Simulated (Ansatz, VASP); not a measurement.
**Two plane-wave programs on ScGa3P2**

```xyz
6
Lattice="5.6092 0.0000 0.0000 -2.8046 4.8577 0.0000 0.0000 0.0000 6.8297" Properties=species:S:1:pos:R:3 pbc="T T T"
Sc    0.0000    0.0000    0.0000
Ga    2.8046    0.0000    3.4148
Ga   -1.4023    2.4289    3.4148
Ga    1.4023    2.4289    3.4148
P     0.0000    0.0000    2.3656
P     0.0000    0.0000    4.4641
```

Alike in both runs: functional PBE; k mesh 6 × 6 × 4; occupations gaussian, width 0.1 eV; no spin polarisation.

Ansatz relaxed the structure, and its values are those at the end. VASP's run is a single point on that final structure, the one shown.

|  | VASP | Ansatz |
| --- | --- | --- |
| version | VASP 6.6.1 | Ansatz 0.2.0 |
| potentials or method | VASP PAW PBE potentials, release 64 (Sc_sv, Ga_d, P), cutoff 520 eV | scalar-relativistic, plane waves, PAW |
| valence electrons in the cell | 60 | 60 |

Ansatz gave:

```
gap on the k mesh at the Fermi level (eV) : none
pressure (GPa)                            : 0.0
rms of the force components (eV/Å)        : 0.000
```

**Question.** Estimate VASP's values.

**Answer.** gap on the k mesh at the Fermi level (eV): none; pressure (GPa): 0.0; rms of the force components (eV/Å): 0.032.

A gap of «none» marks a metal or a gap that the smearing closes.
